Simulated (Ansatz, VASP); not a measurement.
# HfN in VASP and in Ansatz

```
Hf N
1.0
     0.00000    2.26272    2.26272
     2.26272    0.00000    2.26272
     2.26272    2.26272    0.00000
Hf N
1 1
Direct
  0.00000 0.00000 0.00000
  0.50000 0.50000 0.50000
```

Alike in both runs: functional r2SCAN; k mesh 12 × 12 × 12; occupations fermi-dirac, width 0.1 eV; no spin polarisation.

Ansatz relaxed the structure, and its values are those at the end. VASP's run is a single point on that final structure, the one shown.

|  | VASP | Ansatz |
| --- | --- | --- |
| version | VASP 6.6.1 | Ansatz 0.2.0 |
| potentials or method | VASP PAW PBE potentials, release 64 (Hf_pv, N) | PAW with Ansatz's default frozen-core files, scalar-relativistic |
| plane-wave cutoff (eV) | 520 | 500 |
| valence electrons in the cell | 15 | 31 |

```tsv
	VASP	Ansatz	Ansatz less VASP
pressure (GPa)	-2.7	0.0	+2.66
```

VASP's potentials were made for PBE, not for r2SCAN. With one functional, cell and mesh, what is left measures potentials, basis and numerics. VASP's potentials hold 15 valence electrons a cell and Ansatz's 31, so a difference there can come from the potentials and not from the codes.

Neither program's run includes spin-orbit coupling.
